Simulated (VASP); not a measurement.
Here is a VASP 6.6.1 calculation.

POSCAR

```
Ba
1.0
   -2.4717600000      2.4776470000      2.4485140000
    2.5653110000     -2.5280200000      2.5924380000
    2.4506570000      2.5069170000     -2.4988870000
Ba
1
Direct
   -0.0010750000      0.0047450000     -0.0114680000
```

Contents of INCAR.step1:

```
PREC = Accurate
ENCUT = 520
ISMEAR = -1
SIGMA = 0.1
LREAL = F
LASPH = T
NELM = 100
NBANDS = 11
GGA = PE
ALGO = Normal
EDIFF = 1E-4
LWAVE = T
LCHARG = F
```

Contents of INCAR.step2:

```
PREC = Accurate
ENCUT = 520
EDIFF = 1E-7
ISMEAR = -1
SIGMA = 0.1
LREAL = F
LASPH = T
NELM = 100
ALGO = Normal
ISIF = 2
LWAVE = F
LCHARG = F
METAGGA = R2SCAN
LMIXTAU = T
NBANDS = 11
ISTART = 1
```

KPOINTS

```
regular mesh
0
Gamma
  9 8 9
```

Potentials or basis: VASP PAW PBE potentials, release 64 (Ba_sv).

Run with:

```console
$ cat potpaw_PBE.64/Ba_sv/POTCAR > POTCAR
$ cp INCAR.step1 INCAR
$ mpirun -np 1 vasp_std > vasp.out
$ cp INCAR.step2 INCAR
$ mpirun -np 1 vasp_std > vasp.out
```

Question: Predict the pressure.

Answer: 0.4 GPa.

Question: What does it give for the band gap on the k mesh?

Answer: Zero (bands 5 and 6 overlap by 1.06 eV).

Stress tensor (GPa, compression positive):
```
 0.36  0.06 -0.36
 0.06  0.42  0.18
-0.36  0.18  0.32
```

Caveat: the PAW data sets were made with another functional, which shifts forces and pressure a little; spin-orbit coupling is left out, which moves the levels of the heavy elements.
